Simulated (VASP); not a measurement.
Write the native input for VASP 6.6.1 that does the following.

* Task: single point
* Functional: PBE
* Potentials or basis: VASP PAW PBE potentials, release 64 (K_sv, F)
* Cutoff: 520 eV
* k mesh: 8 × 8 × 8
* Occupations: gaussian, width 0.05 eV
* Spin: no spin polarisation
* Dipole correction: no
* Further INCAR settings: ALGO = Normal; EDIFF = 1e-06; NBANDS = 15

The structure of KF lies in POSCAR:

```
KF
1.0
    0.0000000000      2.7105354767      2.5072453159
    2.8528385892      0.0000000000      2.5072453159
    2.8528385892      2.7105354767      0.0000000000
K F
1 1
Direct
    0.0000000000      0.0000000000      0.0000000000
    0.5000000000      0.5000000000      0.5000000000
```

This cell differs from its parent crystal: normal strain along x +0.0525, normal strain along z -0.0750.

One way to write it, as run:

INCAR

```
PREC     = Accurate       # precision mode
ENCUT    = 520            # plane-wave cutoff, eV
EDIFF    = 1E-6           # SCF threshold, eV
ISMEAR   = 0              # smearing method
SIGMA    = 0.05           # smearing width, eV
LREAL    = False          # projectors in reciprocal space
LASPH    = True           # aspherical terms in the spheres
NELM     = 60             # most SCF steps
ALGO     = Normal         # electronic algorithm
ISIF     = 2              # what is computed and relaxed
LWAVE    = False          # write WAVECAR
LCHARG   = False          # write CHGCAR
GGA      = PE             # functional
NBANDS   = 15             # bands
```

KPOINTS

```
regular mesh
0
Gamma
  8 8 8
```

Potentials or basis: VASP PAW PBE potentials, release 64 (K_sv, F).

The run is started by

```sh
$ cat potpaw_PBE.64/K_sv/POTCAR potpaw_PBE.64/F/POTCAR > POTCAR
$ mpirun -np 1 vasp_std > vasp.out
```

Results of the run:

| Property | Result |
| --- | --- |
| Pressure | 2.0 GPa |
| Band gap on the k mesh | 5.89 eV |

Caveat: the cell differs from its parent crystal (normal strain along x +0.0525, normal strain along z -0.0750).

Wall time 77 s on 1 thread of Intel Xeon 8259CL, on a shared host, peak memory 0.19 GiB.
